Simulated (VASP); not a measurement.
# CaZrF6 (Fm-3m) in VASP: further runs, part 2 of 2

VASP 6.6.1. The steps go on from the part before.

## 3. Single point, LDA

INCAR reads:

```
SYSTEM = CaZrF6
ALGO = Normal
EDIFF = 1E-6
ENCUT = 600
GGA = CA
GGA_COMPAT = .FALSE.
ISIF = 2
ISMEAR = 0
LASPH = .TRUE.
LCHARG = .FALSE.
LREAL = .FALSE.
LWAVE = .FALSE.
NBANDS = 42
NELM = 120
PREC = Accurate
SIGMA = 0.01
```

KPOINTS reads:

```
k-points
0
G
  4 4 4
  0 0 0
```

POSCAR reads:

```
CaZrF6
1.0
    0.0000000000      4.2683495000      4.2683495000
    4.2683495000      0.0000000000      4.2683495000
    4.2683495000      4.2683495000      0.0000000000
Ca Zr F
1 1 6
Direct
    0.5000000000      0.5000000000      0.5000000000
    0.0000000000      0.0000000000      0.0000000000
    0.7638120000      0.2361880000      0.2361880000
    0.2361880000      0.2361880000      0.7638120000
    0.7638120000      0.7638120000      0.2361880000
    0.2361880000      0.7638120000      0.2361880000
    0.7638120000      0.2361880000      0.7638120000
    0.2361880000      0.7638120000      0.7638120000
```

Potentials or basis: VASP PAW LDA potentials, release 64 (Ca_sv, Zr_sv, F).

Command:

```
$ cat potpaw_LDA.64/Ca_sv/POTCAR potpaw_LDA.64/Zr_sv/POTCAR potpaw_LDA.64/F/POTCAR > POTCAR
$ mpirun -np 1 vasp_std > vasp.out
```

OUTCAR:

```text
SYSTEM = CaZrF6
   EDIFF = 1E-6
   ENCUT = 600
   GGA = CA
   ISIF = 2
   ISMEAR = 0
   LASPH = .TRUE.
   LREAL = .FALSE.
   NELM = 120
   PREC = Accurate

 ion  position               nearest neighbor table
   1  0.500  0.500  0.500-   3 2.25   4 2.25   5 2.25   6 2.25   7 2.25   8 2.25
   2  0.000  0.000  0.000-   3 2.02   4 2.02   5 2.02   6 2.02   7 2.02   8 2.02
   3  0.764  0.236  0.236-   2 2.02   1 2.25
   4  0.236  0.236  0.764-   2 2.02   1 2.25
   5  0.764  0.764  0.236-   2 2.02   1 2.25
   6  0.236  0.764  0.236-   2 2.02   1 2.25
   7  0.764  0.236  0.764-   2 2.02   1 2.25
   8  0.236  0.764  0.764-   2 2.02   1 2.25

  LATTYP: Found a face centered cubic cell.
 ALAT       =     8.5366990000

  Lattice vectors:

 A1 = (   0.0000000000,   4.2683495000,   4.2683495000)
 A2 = (   4.2683495000,   0.0000000000,   4.2683495000)
 A3 = (   4.2683495000,   4.2683495000,   0.0000000000)

Analysis of symmetry for initial positions (statically):
=====================================================================
 Subroutine PRICEL returns:
 Original cell was already a primitive cell.

 Routine SETGRP: Setting up the symmetry group for a
 face centered cubic supercell.

 Subroutine GETGRP returns: Found 48 space group operations
 (whereof 48 operations were pure point group operations)
 out of a pool of 48 trial point group operations.

The static configuration has the point symmetry O_h .

Analysis of symmetry for dynamics (positions and initial velocities):
=====================================================================
 Subroutine PRICEL returns:
 Original cell was already a primitive cell.

 Routine SETGRP: Setting up the symmetry group for a
 face centered cubic supercell.

 Subroutine GETGRP returns: Found 48 space group operations
 (whereof 48 operations were pure point group operations)
 out of a pool of 48 trial point group operations.

The dynamic configuration has the point symmetry O_h .

 Subroutine INISYM returns: Found 48 space group operations
 (whereof 48 operations are pure point group operations),
 and found     1 'primitive' translations

----------------------------------------------------------------------------------------

                                     Primitive cell

  volume of cell :     155.5285

  direct lattice vectors                    reciprocal lattice vectors
     0.000000000  4.268349500  4.268349500    -0.117141298  0.117141298  0.117141298
     4.268349500  0.000000000  4.268349500     0.117141298 -0.117141298  0.117141298
     4.268349500  4.268349500  0.000000000     0.117141298  0.117141298 -0.117141298

  length of vectors
     6.036357752  6.036357752  6.036357752     0.202894679  0.202894679  0.202894679

  position of ions in fractional coordinates (direct lattice)
     0.500000000  0.500000000  0.500000000
     0.000000000  0.000000000  0.000000000
     0.763812000  0.236188000  0.236188000
     0.236188000  0.236188000  0.763812000
     0.763812000  0.763812000  0.236188000
     0.236188000  0.763812000  0.236188000
     0.763812000  0.236188000  0.763812000
     0.236188000  0.763812000  0.763812000
[... 40 lines left out ...]
  0.000000  0.000000  0.000000      1.000000
  0.250000  0.000000  0.000000      8.000000
  0.500000  0.000000  0.000000      4.000000
  0.250000  0.250000  0.000000      6.000000
  0.500000  0.250000  0.000000     24.000000
 -0.250000  0.250000  0.000000     12.000000
  0.500000  0.500000  0.000000      3.000000
 -0.250000  0.500000  0.250000      6.000000
   k-points           NKPTS =      8   k-points in BZ     NKDIM =      8   number of bands    NBANDS=     42
   number of dos      NEDOS =    301   number of ions     NIONS =      8
   total plane-waves  NPLWV = 110592
   dimension x,y,z NGX =    48 NGY =   48 NGZ =   48
   dimension x,y,z NGXF=    96 NGYF=   96 NGZF=   96
   ions per type =               1   1   6
   NGX,Y,Z   is equivalent  to a cutoff of  13.22, 13.22, 13.22 a.u.
   NGXF,Y,Z  is equivalent  to a cutoff of  26.44, 26.44, 26.44 a.u.
 SYSTEM =  CaZrF6
   PREC   = accura    normal or accurate (medium, high low for compatibility)
   ISTART =      0    job   : 0-new  1-cont  2-samecut
   ICHARG =      2    charge: 1-file 2-atom 10-const
   ISPIN  =      1    spin polarized calculation?
   LNONCOLLINEAR =      F non collinear calculations
   LSORBIT =      F    spin-orbit coupling
   LASPH  =      T    aspherical Exc in radial PAW
   ENCUT  =  600.0 eV  44.10 Ry    6.64 a.u.  12.06 12.06 12.06*2*pi/ulx,y,z
   NELM   =    120;   NELMIN=  2; NELMDL= -5     # of ELM steps
   EDIFF  = 0.1E-05   stopping-criterion for ELM
   LREAL  =      F    real-space projection
   EDIFFG = 0.1E-04   stopping-criterion for IOM
   NSW    =      0    number of steps for IOM
   IBRION =     -1    ionic relax: 0-MD 1-quasi-New 2-CG
   NFREE  =      0    steps in history (QN), initial steepest desc. (CG)
   ISIF   =      2    stress and relaxation
   ISYM   =      2    0-nonsym 1-usesym 2-fastsym
   POTIM  = 0.5000    time-step for ionic-motion
   TEBEG  =    0.0;   TEEND  =   0.0 temperature during run
   PSTRESS=    0.0 pullay stress
   NELECT =      64.0000    total number of electrons
   NUPDOWN=      -1.0000    fix difference up-down
   EMIN   =  10.00;   EMAX   =-10.00  energy-range for DOS
   EFERMI =   0.00;   METHOD = LEGACY
   ISMEAR =     0;   SIGMA  =   0.01  broadening in eV -4-tet -1-fermi 0-gaus
   EFERMI_NEDOS =   21; number of points for ismear=-14 and -15
   IALGO  =     38    algorithm
   IMIX   =      4    mixing-type and parameters
     AMIX     =   0.40;   BMIX     =  1.00
     AMIX_MAG =   1.60;   BMIX_MAG =  1.00
  volume/ion in A,a.u.               =      19.44       131.19
  Fermi-wavevector in a.u.,A,eV,Ry     =   1.217675  2.301073 20.173811  1.482733
  Thomas-Fermi vector in A             =   2.352988
   LORBIT       =      0    0 simple, 1 ext, 2 COOP (PROOUT), +10 PAW based schemes
   GGA     = CA    functional components
   LHFCALC =     F    Hartree Fock is set to
   AEXX    =    0.0000 exact exchange contribution
   IVDW    =     0    specifies the selected vdW correction
   LEPSILON=     F    determine dielectric tensor
   LRPA    =     F    only Hartree local field effects (RPA)
 non-spin polarized calculation
 Gauss-broadening in eV      SIGMA  =   0.01
  energy-cutoff  :      600.00
  volume of cell :      155.53
 maximum number of plane-waves:      5218
   NGX = 25   NGY = 25   NGZ = 25

 number of electron      64.0000012 magnetization

 Free energy of the ion-electron system (eV)
  ---------------------------------------------------
  ext. energy  EPLUGINS =         0.00000000
  ---------------------------------------------------
  free energy    TOTEN  =       -56.10837526 eV

  energy without entropy =      -56.10837526  energy(sigma->0) =      -56.10837526

 E-fermi :  -3.8604     XC(G=0):  -8.1234

 val. band max:       -3.9810487802   @ k =   0.0000   0.0000   0.0000
 cond. band min:       2.8921389646   @ k =   0.0000   0.0000   0.0000
 fundamental gap:      6.8731877449
 Fermi energy:        -3.8603515562

 k-point     1 :       0.0000    0.0000    0.0000
  band No.  band energies     occupation
      1     -49.5514      2.00000
      2     -38.9499      2.00000
      3     -28.2900      2.00000
      4     -28.2900      2.00000
      5     -28.2900      2.00000
      6     -23.2591      2.00000
[... 349 lines left out ...]
     41       6.4126      0.00000
     42       6.4126      0.00000

------------------------ aborting loop because EDIFF is reached ----------------------------------------

  FORCE on cell =-STRESS in cart. coord.  units (eV):
  Direction    XX          YY          ZZ          XY          YZ          ZX
  --------------------------------------------------------------------------------------
  -------------------------------------------------------------------------------------
  Total       -3.1355302     -3.1355302     -3.1355302      0.0000000      0.0000000     -0.0000000
  in kB      -32.3006795    -32.3006795    -32.3006795      0.0000000      0.0000000     -0.0000000
  external PRESSURE =     -32.3006795 kB  Pullay stress =       0.0000000 kB

 VOLUME and BASIS-vectors are now :
 -----------------------------------------------------------------------------
  energy-cutoff  :      600.00
  volume of cell :      155.53
      direct lattice vectors                 reciprocal lattice vectors
     0.000000000  4.268349500  4.268349500    -0.117141298  0.117141298  0.117141298
     4.268349500  0.000000000  4.268349500     0.117141298 -0.117141298  0.117141298
     4.268349500  4.268349500  0.000000000     0.117141298  0.117141298 -0.117141298

 POSITION                                       TOTAL-FORCE (eV/Angst)
 -----------------------------------------------------------------------------------
      4.26835      4.26835      4.26835        -0.000000     -0.000000     -0.000000
      0.00000      0.00000      0.00000        -0.000000     -0.000000     -0.000000
      2.01627      4.26835      4.26835        -0.140574     -0.000000     -0.000000
      4.26835      4.26835      2.01627        -0.000000     -0.000000     -0.140574
      4.26835      4.26835      6.52043        -0.000000     -0.000000      0.140574
      4.26835      2.01627      4.26835        -0.000000     -0.140574     -0.000000
      4.26835      6.52043      4.26835        -0.000000      0.140574     -0.000000
      6.52043      4.26835      4.26835         0.140574     -0.000000     -0.000000
 -----------------------------------------------------------------------------------
    total drift:                                0.000000      0.000000      0.000000

  FREE ENERGIE OF THE ION-ELECTRON SYSTEM (eV)
  ---------------------------------------------------
  free  energy   TOTEN  =       -56.1083752584 eV

  energy  without entropy=      -56.1083752584  energy(sigma->0) =      -56.10837526
```

Run time: 53 s. Hardware: 1 thread of Intel Xeon Platinum 8559C (Emerald Rapids), shared host; peak memory 0.29 GiB.

Results:

| Property | Result |
| --- | --- |
| Free energy | -56.1084 eV |
| Pressure | -3.2 GPa |
| Largest force | 0.141 eV/Å |
| Band gap on the k mesh | 6.87 eV |

Forces on the atoms (eV/Å):
```
Ca   0.000  0.000  0.000
Zr   0.000  0.000  0.000
F   -0.141  0.000  0.000
F    0.000  0.000 -0.141
F    0.000  0.000  0.141
F    0.000 -0.141  0.000
F    0.000  0.141  0.000
F    0.141  0.000  0.000
```

Caveat: the cell stands under tension.

## 4. Single point, LDA

INCAR reads:

```
PREC = Accurate
ENCUT = 600
EDIFF = 1E-6
ISMEAR = 0
SIGMA = 0.01
LREAL = False
LASPH = True
NELM = 120
ALGO = Normal
ISIF = 2
LWAVE = False
LCHARG = True
LELF = True
LVHAR = True
NBANDS = 42
GGA_COMPAT = False
```

KPOINTS reads:

```
regular mesh
0
Gamma
  4 4 4
```

POSCAR is that of step 3.

Command:

```
$ cat potpaw_LDA.64/Ca_sv/POTCAR potpaw_LDA.64/Zr_sv/POTCAR potpaw_LDA.64/F/POTCAR > POTCAR
$ mpirun -np 1 vasp_std > vasp.out
```

Run time: 56 s. Hardware: 1 thread of Intel Xeon Platinum 8559C (Emerald Rapids), shared host; peak memory 0.28 GiB.

Results (log left out):

```yaml
Free_energy: -56.1084 eV
Pressure: -3.2 GPa
Largest_force: 0.141 eV/Å
Band_gap_on_the_k_mesh: 6.87 eV
```

Forces in eV/Å, atoms in the order of the input:
```
Ca   0.000  0.000  0.000
Zr   0.000  0.000  0.000
F   -0.141  0.000  0.000
F    0.000  0.000 -0.141
F    0.000  0.000  0.141
F    0.000 -0.141  0.000
F    0.000  0.141  0.000
F    0.141  0.000  0.000
```

Levels at points of the mesh, in eV from the valence-band top:
| k point | band 30 | band 31 | band 32 | band 33 | band 34 | band 35 |
| --- | --- | --- | --- | --- | --- | --- |
| (0.00, 0.00, 0.00) | 0.00 | 0.00 | 0.00 | 6.87 | 6.87 | 6.87 |
| (0.50, 0.00, 0.00) | -0.21 | -0.21 | -0.15 | 7.08 | 7.13 | 7.13 |
| (0.50, 0.50, 0.00) | -0.49 | -0.49 | 0.00 | 6.91 | 7.19 | 7.19 |

Caveat: the cell stands under tension. A k mesh can miss the band edges.
